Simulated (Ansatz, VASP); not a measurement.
Two plane-wave programs on CaBr

```
CELL_PARAMETERS angstrom
3.91702 0.00000 0.00000
-1.95851 3.39224 0.00000
0.00000 0.00000 3.68988
ATOMIC_POSITIONS crystal
Ca 0.00000 0.00000 0.00000
Br 0.33333 0.66667 0.50000
```

Change from the starting cell: strain -0.1500 x Voigt [0, 0, 1, 0, 0, 0], atoms carried along.

Alike in both runs: task single point; functional PBEsol; k mesh 15 × 15 × 12; occupations gaussian, width 0.15 eV; no spin polarisation.

|  | VASP | Ansatz |
| --- | --- | --- |
| version | VASP 6.6.1 | Ansatz 0.2.0 |
| potentials or method | VASP PAW PBE potentials, release 64 (Ca_sv, Br), cutoff 520 eV | scalar-relativistic, plane waves, PAW |
| valence electrons in the cell | 17 | 17 |

```tsv
	VASP	Ansatz	Ansatz less VASP
gap on the k mesh at the Fermi level (eV)	none	none	-
pressure (GPa)	3.3	3.1	-0.18
traceless stress, the component that is largest in VASP (GPa)	3.81	3.79	-0.028
```

VASP's potentials were made for PBE, not for PBEsol. A gap of «none» marks a metal or a gap that the smearing closes.
